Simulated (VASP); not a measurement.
Set up this calculation in VASP 6.6.1, as the native input.

* Task: single point
* Functional: PBE
* Potentials or basis: VASP PAW PBE potentials, release 64 (Zn, O, H)
* Cutoff: 520 eV
* k mesh: 4 × 4 × 8
* Occupations: gaussian, width 0.05 eV
* Spin: no spin polarisation
* Dipole correction: no
* Further INCAR settings: ALGO = Normal; EDIFF = 1e-06; NBANDS = 46

The structure of Zn4HO4 (a cell with a defect) lies in POSCAR:

```
Zn4HO4
1.0
    5.6098780345      0.0000000000      0.0000000000
    0.0000000000      5.6098780345      0.0000000000
    0.0000000000      0.0000000000      3.2790255992
Zn O H
4 4 1
Direct
    0.1816262562      0.1816262562      0.5000000000
    0.8183737438      0.8183737438      0.5000000000
    0.6816262562      0.3183737438      0.0000000000
    0.3183737438      0.6816262562      0.0000000000
    0.8184651117      0.1815348883      0.5000000000
    0.1815348883      0.8184651117      0.5000000000
    0.6815348883      0.6815348883      0.0000000000
    0.3184651117      0.3184651117      0.0000000000
    0.9999176225     -0.0149595895      0.0000000000
```

The input as run:

INCAR

```
SYSTEM = Zn4HO4
PREC = Accurate
ENCUT = 520
EDIFF = 1E-6
ISMEAR = 0
SIGMA = 0.05
LREAL = .False.
LASPH = .True.
NELM = 100
ALGO = Normal
ISIF = 2
LWAVE = .False.
LCHARG = .False.
GGA = PE
NBANDS = 46
```

KPOINTS

```
Automatic mesh
0
Gamma
  4 4 8
  0 0 0
```

Potentials or basis: VASP PAW PBE potentials, release 64 (Zn, O, H).

The run is started by

```console
$ cat potpaw_PBE.64/Zn/POTCAR potpaw_PBE.64/O/POTCAR potpaw_PBE.64/H/POTCAR > POTCAR
$ mpirun -np 1 vasp_std > vasp.out
```

It gave:

The pressure is 3.8 GPa. The largest force is 0.531 eV/Å. The band gap on the k mesh is zero (an odd number of electrons rules out a gap without spin polarisation).

Caveat: an odd number of electrons without spin polarisation forces a metal; a magnetic or distorted state may lie lower.

It took 5.3 min on 1 thread of Intel Xeon 8259CL, on a shared host, peak memory 0.32 GiB.
